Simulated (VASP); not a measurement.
# ZrZn3N2 (Cmmm) in VASP: a series of runs

Runs on ZrZn3N2. Level: PBE. Tasks: single point.

Program: VASP 6.6.1. These are calculated values, not measurements. Logs are shortened: lines on timing, memory, paths and dates and some standing lists are left out, and cuts for length are marked.

## Step 1: The cell of the first run

Symmetry: Cmmm, No. 65, orthorhombic system. Conventional cell: a = 6.057 Å, b = 6.441 Å, c = 4.607 Å, α = 90.00°, β = 90.00°, γ = 90.00°. Within 2.6 Å of Zr (site symmetry mmm) lie 4 Zn at 1.95 to 2.30 Å. Zn (site symmetry mmm) has 4 N at 2.21 Å and 2 Zr at 2.30 Å within 2.9 Å. Within 2.6 Å of Zn (site symmetry 2mm) lie 1 Zr at 1.95 Å and 1 Zn at 2.15 Å. Within 2.9 Å of N (site symmetry 2/m) lie 6 Zn at 2.21 to 2.84 Å.

The cell was built from a structure type or drawn by symmetry, and may not be a known phase.

## Step 2: Single point, PBE

Input file INCAR:

```
  PREC = Accurate
  ENCUT = 520
  EDIFF = 1E-6
  ISMEAR = 0
  SIGMA = 0.1
  LREAL = False
  LASPH = True
  NELM = 80
  ALGO = Normal
  ISIF = 2
  LWAVE = False
  LCHARG = False
  GGA = PE
  NBANDS = 38
```

Input file KPOINTS:

```
regular mesh
0
Gamma
  4 4 4
```

Input file POSCAR:

```
ZrZn3N2
1.0
    3.0287412000     -3.2207355600      0.0000000000
    3.0287412000      3.2207355600      0.0000000000
    0.0000000000      0.0000000000      4.6074963400
Zr Zn N
1 3 2
Direct
    0.0000000000      0.0000000000      0.0000000000
    0.0000000000      0.0000000000      0.5000000000
    0.3222320800      0.3222320800      0.0000000000
    0.6777679200      0.6777679200      0.0000000000
    0.0000000000      0.5000000000      0.5000000000
    0.5000000000      0.0000000000      0.5000000000
```

Potentials or basis: VASP PAW PBE potentials, release 64 (Zr_sv, Zn, N).

Command:

```bash
$ cat potpaw_PBE.64/Zr_sv/POTCAR potpaw_PBE.64/Zn/POTCAR potpaw_PBE.64/N/POTCAR > POTCAR
$ mpirun -np 1 vasp_std > vasp.out
```

OUTCAR:

```text
PREC = Accurate
   ENCUT = 520
   EDIFF = 1E-6
   ISMEAR = 0
   LREAL = False
   LASPH = True
   NELM = 80
   ISIF = 2
   GGA = PE

 ion  position               nearest neighbor table
   1  0.000  0.000  0.000-   3 1.95   4 1.95   2 2.30   2 2.30   4 3.40   4 3.40   3 3.40   3 3.40

   2  0.000  0.000  0.500-   5 2.21   6 2.21   5 2.21   6 2.21   1 2.30   1 2.30   3 3.02   4 3.02
                             4 3.02   3 3.02
   3  0.322  0.322  0.000-   1 1.95   4 2.15   2 3.02   2 3.02   1 3.40   1 3.40
   4  0.678  0.678  0.000-   1 1.95   3 2.15   2 3.02   2 3.02   1 3.40   1 3.40
   5  0.000  0.500  0.500-   2 2.21   2 2.21
   6  0.500  0.000  0.500-   2 2.21   2 2.21

  LATTYP: Found a base centered orthorhombic cell.
 ALAT       =     6.0574824000
 B/A-ratio  =     1.0633908107
 C/A-ratio  =     0.7606289273

  Lattice vectors:

 A1 = (   3.0287412000,  -3.2207355600,   0.0000000000)
 A2 = (   3.0287412000,   3.2207355600,   0.0000000000)
 A3 = (   0.0000000000,   0.0000000000,   4.6074963400)

Analysis of symmetry for initial positions (statically):
=====================================================================
 Subroutine PRICEL returns:
 Original cell was already a primitive cell.

 Routine SETGRP: Setting up the symmetry group for a
 base centered orthorhombic supercell.

 Subroutine GETGRP returns: Found  8 space group operations
 (whereof  8 operations were pure point group operations)
 out of a pool of  8 trial point group operations.

The static configuration has the point symmetry D_2h.

Analysis of symmetry for dynamics (positions and initial velocities):
=====================================================================
 Subroutine PRICEL returns:
 Original cell was already a primitive cell.

 Routine SETGRP: Setting up the symmetry group for a
 base centered orthorhombic supercell.

 Subroutine GETGRP returns: Found  8 space group operations
 (whereof  8 operations were pure point group operations)
 out of a pool of  8 trial point group operations.

The dynamic configuration has the point symmetry D_2h.

 Subroutine INISYM returns: Found  8 space group operations
 (whereof  8 operations are pure point group operations),
 and found     1 'primitive' translations

----------------------------------------------------------------------------------------

                                     Primitive cell

  volume of cell :      89.8902

  direct lattice vectors                    reciprocal lattice vectors
     3.028741200 -3.220735560  0.000000000     0.165085086 -0.155244040  0.000000000
     3.028741200  3.220735560  0.000000000     0.165085086  0.155244040  0.000000000
     0.000000000  0.000000000  4.607496340     0.000000000  0.000000000  0.217037611

  length of vectors
     4.421132299  4.421132299  4.607496340     0.226613763  0.226613763  0.217037611

  position of ions in fractional coordinates (direct lattice)
     0.000000000  0.000000000  0.000000000
     0.000000000  0.000000000  0.500000000
     0.322232080  0.322232080  0.000000000
     0.677767920  0.677767920  0.000000000
     0.000000000  0.500000000  0.500000000
     0.500000000  0.000000000  0.500000000

  ion indices of the primitive-cell ions
   primitive index   ion index
                 1           1
                 2           2
                 3           3
                 4           4
                 5           5
                 6           6

----------------------------------------------------------------------------------------

 KPOINTS: regular mesh

Automatic generation of k-mesh.
 Grid dimensions read from file:
 generate k-points for:    4    4    4

 Generating k-lattice:

  Cartesian coordinates                     Fractional coordinates (reciprocal lattice)
     0.041271271 -0.038811010  0.000000000     0.250000000  0.000000000  0.000000000
     0.041271271  0.038811010  0.000000000     0.000000000  0.250000000  0.000000000
     0.000000000  0.000000000  0.054259403     0.000000000  0.000000000  0.250000000

  Length of vectors
     0.056653441  0.056653441  0.054259403

  Shift w.r.t. Gamma in fractional coordinates (k-lattice)
     0.000000000  0.000000000  0.000000000

 Subroutine IBZKPT returns following result:
 ===========================================

 Found     21 irreducible k-points:

 Following reciprocal coordinates:
            Coordinates               Weight
  0.000000  0.000000  0.000000      1.000000
  0.250000  0.000000  0.000000      4.000000
  0.500000  0.000000  0.000000      2.000000
  0.250000  0.250000  0.000000      2.000000
  0.500000  0.250000  0.000000      4.000000
 -0.250000  0.250000  0.000000      2.000000
[... 13 lines left out ...]
 -0.250000  0.250000  0.500000      2.000000
  0.500000  0.500000  0.500000      1.000000
   k-points           NKPTS =     21   k-points in BZ     NKDIM =     21   number of bands    NBANDS=     38
   number of dos      NEDOS =    301   number of ions     NIONS =      6
   total plane-waves  NPLWV =  46656
   dimension x,y,z NGX =    36 NGY =   36 NGZ =   36
   dimension x,y,z NGXF=    72 NGYF=   72 NGZF=   72
   ions per type =               1   3   2
   NGX,Y,Z   is equivalent  to a cutoff of  13.54, 13.54, 12.99 a.u.
   NGXF,Y,Z  is equivalent  to a cutoff of  27.07, 27.07, 25.98 a.u.
 SYSTEM =  unknown system
   PREC   = accura    normal or accurate (medium, high low for compatibility)
   ISTART =      0    job   : 0-new  1-cont  2-samecut
   ICHARG =      2    charge: 1-file 2-atom 10-const
   ISPIN  =      1    spin polarized calculation?
   LNONCOLLINEAR =      F non collinear calculations
   LSORBIT =      F    spin-orbit coupling
   LASPH  =      T    aspherical Exc in radial PAW
   ENCUT  =  520.0 eV  38.22 Ry    6.18 a.u.   8.22  8.22  8.57*2*pi/ulx,y,z
   NELM   =     80;   NELMIN=  2; NELMDL= -5     # of ELM steps
   EDIFF  = 0.1E-05   stopping-criterion for ELM
   LREAL  =      F    real-space projection
   EDIFFG = 0.1E-04   stopping-criterion for IOM
   NSW    =      0    number of steps for IOM
   IBRION =     -1    ionic relax: 0-MD 1-quasi-New 2-CG
   NFREE  =      0    steps in history (QN), initial steepest desc. (CG)
   ISIF   =      2    stress and relaxation
   ISYM   =      2    0-nonsym 1-usesym 2-fastsym
   POTIM  = 0.5000    time-step for ionic-motion
   TEBEG  =    0.0;   TEEND  =   0.0 temperature during run
   PSTRESS=    0.0 pullay stress
   NELECT =      58.0000    total number of electrons
   NUPDOWN=      -1.0000    fix difference up-down
   EMIN   =  10.00;   EMAX   =-10.00  energy-range for DOS
   EFERMI =   0.00;   METHOD = LEGACY
   ISMEAR =     0;   SIGMA  =   0.10  broadening in eV -4-tet -1-fermi 0-gaus
   EFERMI_NEDOS =   21; number of points for ismear=-14 and -15
   IALGO  =     38    algorithm
   IMIX   =      4    mixing-type and parameters
     AMIX     =   0.40;   BMIX     =  1.00
     AMIX_MAG =   1.60;   BMIX_MAG =  1.00
  volume/ion in A,a.u.               =      14.98       101.10
  Fermi-wavevector in a.u.,A,eV,Ry     =   1.414643  2.673287 27.228168  2.001214
  Thomas-Fermi vector in A             =   2.536164
   LORBIT       =      0    0 simple, 1 ext, 2 COOP (PROOUT), +10 PAW based schemes
   GGA     = PE    functional components
   LHFCALC =     F    Hartree Fock is set to
   AEXX    =    0.0000 exact exchange contribution
   IVDW    =     0    specifies the selected vdW correction
   LEPSILON=     F    determine dielectric tensor
   LRPA    =     F    only Hartree local field effects (RPA)
 non-spin polarized calculation
 Gauss-broadening in eV      SIGMA  =   0.10
  energy-cutoff  :      520.00
  volume of cell :       89.89
 maximum number of plane-waves:      2436
 NGX is ok and might be reduce to    36
   NGX = 17   NGY = 17   NGZ = 17

 number of electron      57.9999979 magnetization

 Free energy of the ion-electron system (eV)
  ---------------------------------------------------
  ext. energy  EPLUGINS =         0.00000000
  ---------------------------------------------------
  free energy    TOTEN  =       -11.45113232 eV

  energy without entropy =      -11.42993834  energy(sigma->0) =      -11.44053533

 E-fermi :   3.7854     XC(G=0): -10.8994

 val. band max:        3.7597510737   @ k =   0.5000   0.5000   0.0000
 cond. band min:       3.7935899176   @ k =  -0.2500   0.2500   0.2500
 fundamental gap:      0.0338388439
 Fermi energy:         3.7853940093

 k-point     1 :       0.0000    0.0000    0.0000
  band No.  band energies     occupation
      1     -45.6880      2.00000
      2     -24.7823      2.00000
      3     -23.8822      2.00000
      4     -23.5882      2.00000
      5      -9.9642      2.00000
      6      -8.7327      2.00000
[... 30 lines left out ...]
     37       9.0481      0.00000
     38      11.6185      0.00000

 k-point     2 :       0.2500    0.0000    0.0000
  band No.  band energies     occupation
      1     -45.6875      2.00000
      2     -24.7921      2.00000
      3     -23.8812      2.00000
      4     -23.5928      2.00000
      5      -9.7430      2.00000
      6      -8.8317      2.00000
[... 30 lines left out ...]
     37       9.9464      0.00000
     38      10.8800      0.00000

 k-point     3 :       0.5000    0.0000    0.0000
  band No.  band energies     occupation
      1     -45.6870      2.00000
      2     -24.8019      2.00000
      3     -23.8803      2.00000
      4     -23.5973      2.00000
      5      -9.3704      2.00000
      6      -9.0780      2.00000
[... 30 lines left out ...]
     37      10.3273      0.00000
[... 658 lines left out ...]
 k-point    20 :      -0.2500    0.2500    0.5000
  band No.  band energies     occupation
      1     -45.6830      2.00000
      2     -24.7916      2.00000
      3     -23.9677      2.00000
      4     -23.5992      2.00000
      5      -9.4600      2.00000
      6      -8.8323      2.00000
[... 30 lines left out ...]
     37       8.4734      0.00000
     38       9.4972      0.00000

 k-point    21 :       0.5000    0.5000    0.5000
  band No.  band energies     occupation
      1     -45.6823      2.00000
      2     -24.7992      2.00000
      3     -23.9651      2.00000
      4     -23.6076      2.00000
      5      -9.1124      2.00000
      6      -8.9568      2.00000
[... 30 lines left out ...]
     37       9.1992      0.00000
     38      10.0132      0.00000

------------------------ aborting loop because EDIFF is reached ----------------------------------------

  FORCE on cell =-STRESS in cart. coord.  units (eV):
  Direction    XX          YY          ZZ          XY          YZ          ZX
  --------------------------------------------------------------------------------------
  -------------------------------------------------------------------------------------
  Total       54.6974871    -11.7678897     10.7766372      0.0000000      0.0000000      0.0000000
  in kB      974.9127013   -209.7475733    192.0797654      0.0000000      0.0000000      0.0000000
  external PRESSURE =     319.0816312 kB  Pullay stress =       0.0000000 kB

 VOLUME and BASIS-vectors are now :
 -----------------------------------------------------------------------------
  energy-cutoff  :      520.00
  volume of cell :       89.89
      direct lattice vectors                 reciprocal lattice vectors
     3.028741200 -3.220735560  0.000000000     0.165085086 -0.155244040  0.000000000
     3.028741200  3.220735560  0.000000000     0.165085086  0.155244040  0.000000000
     0.000000000  0.000000000  4.607496340     0.000000000  0.000000000  0.217037611

 POSITION                                       TOTAL-FORCE (eV/Angst)
 -----------------------------------------------------------------------------------
      0.00000      0.00000      0.00000        -0.000000      0.000000      0.000000
      0.00000      0.00000      2.30375        -0.000000     -0.000000      0.000000
      1.95192      0.00000      0.00000        11.438130     -0.000000      0.000000
      4.10557      0.00000      0.00000       -11.438130     -0.000000      0.000000
      1.51437      1.61037      2.30375        -0.000000     -0.000000      0.000000
      1.51437     -1.61037      2.30375         0.000000     -0.000000      0.000000
 -----------------------------------------------------------------------------------
    total drift:                                0.000000      0.000000     -0.000000

  FREE ENERGIE OF THE ION-ELECTRON SYSTEM (eV)
  ---------------------------------------------------
  free  energy   TOTEN  =       -11.4511323204 eV

  energy  without entropy=      -11.4299383425  energy(sigma->0) =      -11.44053533
```

Wall time 67 s (1 thread of Intel Xeon Platinum 8259CL at 2.50GHz (Skylake/Cascade Lake), shared host); peak memory 0.24 GiB.

Results:

* Free energy: -11.4511 eV
* Pressure: 31.9 GPa
* Largest force: 11.438 eV/Å
* Band gap on the k mesh: zero (bands 29 and 30 overlap by 0.63 eV)

Forces on the atoms (eV/Å):
```
Zr    0.000   0.000   0.000
Zn    0.000   0.000   0.000
Zn   11.438   0.000   0.000
Zn  -11.438   0.000   0.000
N     0.000   0.000   0.000
N     0.000   0.000   0.000
```

Stress tensor (GPa, compression positive):
```
 97.49   0.00   0.00
  0.00 -20.97   0.00
  0.00   0.00  19.21
```

Caveat: the cell stands under pressure; forces of over 1 eV/Å act on the atoms, so gaps and moduli don't describe the material at rest.

## Step 3: Single point, PBE

This run uses another cell than the first one, of 15.64 Å³/atom.

Input file INCAR:

```
PREC     = Accurate       # precision mode
ENCUT    = 520            # plane-wave cutoff, eV
EDIFF    = 1E-6           # SCF threshold, eV
ISMEAR   = 0              # smearing method
SIGMA    = 0.1            # smearing width, eV
LREAL    = False          # projectors in reciprocal space
LASPH    = True           # aspherical terms in the spheres
NELM     = 80             # most SCF steps
ALGO     = Normal         # electronic algorithm
ISIF     = 2              # what is computed and relaxed
LWAVE    = False          # write WAVECAR
LCHARG   = True           # write CHGCAR
GGA      = PE             # functional
LELF     = True           # ELF
LVHAR    = True         
NBANDS   = 38             # bands
```

Input file KPOINTS:

```
regular mesh
0
Gamma
  10 10 8
```

Input file POSCAR:

```
ZrZn3N2
1.0
    2.3745921424     -3.8346445886      0.0000000000
    2.3745921424      3.8346445886      0.0000000000
    0.0000000000      0.0000000000      5.1522440277
Zr Zn N
1 3 2
Direct
    0.0000000000      0.0000000000      0.0000000000
    0.0000000000      0.0000000000      0.5000000000
    0.6614609872      0.3385390128      0.0000000000
    0.3385390128      0.6614609872      0.0000000000
    0.5000000000      0.0000000000      0.5000000000
    0.0000000000      0.5000000000      0.5000000000
```

Potentials or basis: VASP PAW PBE potentials, release 64 (Zr_sv, Zn, N).

Command:

```bash
$ cat potpaw_PBE.64/Zr_sv/POTCAR potpaw_PBE.64/Zn/POTCAR potpaw_PBE.64/N/POTCAR > POTCAR
$ mpirun -np 1 vasp_std > vasp.out
```

OUTCAR:

```text
PREC = Accurate
   ENCUT = 520
   EDIFF = 1E-6
   ISMEAR = 0
   LREAL = False
   LASPH = True
   NELM = 80
   ISIF = 2
   GGA = PE

 ion  position               nearest neighbor table
   1  0.000  0.000  0.000-   2 2.58   2 2.58   4 2.60   3 2.60   3 2.68   4 2.68   3 2.68   4 2.68

   2  0.000  0.000  0.500-   5 2.26   6 2.26   6 2.26   5 2.26   1 2.58   1 2.58
   3  0.661  0.339  0.000-   4 2.48   1 2.60   1 2.68   1 2.68   4 2.74   4 2.74
   4  0.339  0.661  0.000-   3 2.48   1 2.60   1 2.68   1 2.68   3 2.74   3 2.74
[... 1195 lines left out ...]
  -------------------------------------------------------------------------------------
  Total        0.1693558      0.2473399      0.0758014      0.0000000      0.0000000      0.0000000
  in kB        2.8918115      4.2234192      1.2943365      0.0000000      0.0000000      0.0000000
  external PRESSURE =       2.8031891 kB  Pullay stress =       0.0000000 kB

 VOLUME and BASIS-vectors are now :
 -----------------------------------------------------------------------------
  energy-cutoff  :      520.00
  volume of cell :       93.83
      direct lattice vectors                 reciprocal lattice vectors
     2.374592142 -3.834644589  0.000000000     0.210562476 -0.130390180  0.000000000
     2.374592142  3.834644589  0.000000000     0.210562476  0.130390180  0.000000000
     0.000000000  0.000000000  5.152244028     0.000000000  0.000000000  0.194090186

 POSITION                                       TOTAL-FORCE (eV/Angst)
 -----------------------------------------------------------------------------------
      0.00000      0.00000      0.00000        -0.000000     -0.000000      0.000000
      0.00000      0.00000      2.57612        -0.000000     -0.000000      0.000000
      2.37459     -1.23829      0.00000        -0.000000     -0.001676      0.000000
      2.37459      1.23829      0.00000        -0.000000      0.001676     -0.000000
      1.18730     -1.91732      2.57612         0.000000      0.000000      0.000000
      1.18730      1.91732      2.57612        -0.000000     -0.000000      0.000000
 -----------------------------------------------------------------------------------
    total drift:                               -0.000000      0.000000     -0.000000

  FREE ENERGIE OF THE ION-ELECTRON SYSTEM (eV)
  ---------------------------------------------------
  free  energy   TOTEN  =       -20.3627837454 eV

  energy  without entropy=      -20.3495251203  energy(sigma->0) =      -20.35615443
```

OSZICAR:

```text
N       E                     dE             d eps       ncg     rms          rms(c)
DAV:   1     0.548353404489E+03    0.54835E+03   -0.28231E+04 11788   0.205E+03
DAV:   2     0.446219344521E+02   -0.50373E+03   -0.48635E+03 11876   0.475E+02
DAV:   3    -0.199636859841E+02   -0.64586E+02   -0.61542E+02 13720   0.160E+02
DAV:   4    -0.239149642671E+02   -0.39513E+01   -0.38996E+01 16460   0.344E+01
DAV:   5    -0.240136787012E+02   -0.98714E-01   -0.98496E-01 15334   0.468E+00    0.153E+01
DAV:   6    -0.279149748789E+02   -0.39013E+01   -0.10125E+02 18076   0.589E+01    0.213E+01
DAV:   7    -0.204675151498E+02    0.74475E+01   -0.50976E+01 15676   0.210E+01    0.711E+00
DAV:   8    -0.204192800794E+02    0.48235E-01   -0.21126E+00 13092   0.118E+01    0.434E+00
DAV:   9    -0.203801181202E+02    0.39162E-01   -0.72948E-01 14208   0.435E+00    0.112E+00
DAV:  10    -0.203647215337E+02    0.15397E-01   -0.93262E-02 15966   0.197E+00    0.579E-01
DAV:  11    -0.203630368768E+02    0.16847E-02   -0.97019E-03 13642   0.583E-01    0.220E-01
DAV:  12    -0.203627963943E+02    0.24048E-03   -0.38048E-03 17352   0.507E-01    0.762E-02
DAV:  13    -0.203627841940E+02    0.12200E-04   -0.27804E-04 13350   0.114E-01    0.485E-02
DAV:  14    -0.203627836452E+02    0.54878E-06   -0.67917E-05 13044   0.469E-02    0.668E-03
DAV:  15    -0.203627837454E+02   -0.10023E-06   -0.42007E-06 13658   0.276E-02
   1 F= -.20362784E+02 E0= -.20356154E+02  d E =-.132586E-01
```

Wall time 7.5 min (1 thread of Intel Xeon Platinum 8259CL at 2.50GHz (Skylake/Cascade Lake), shared host); peak memory 0.57 GiB.

Results:

- Free energy: -20.3628 eV
- Pressure: 0.3 GPa
- Band gap on the k mesh: zero (bands 29 and 30 overlap by 1.23 eV)
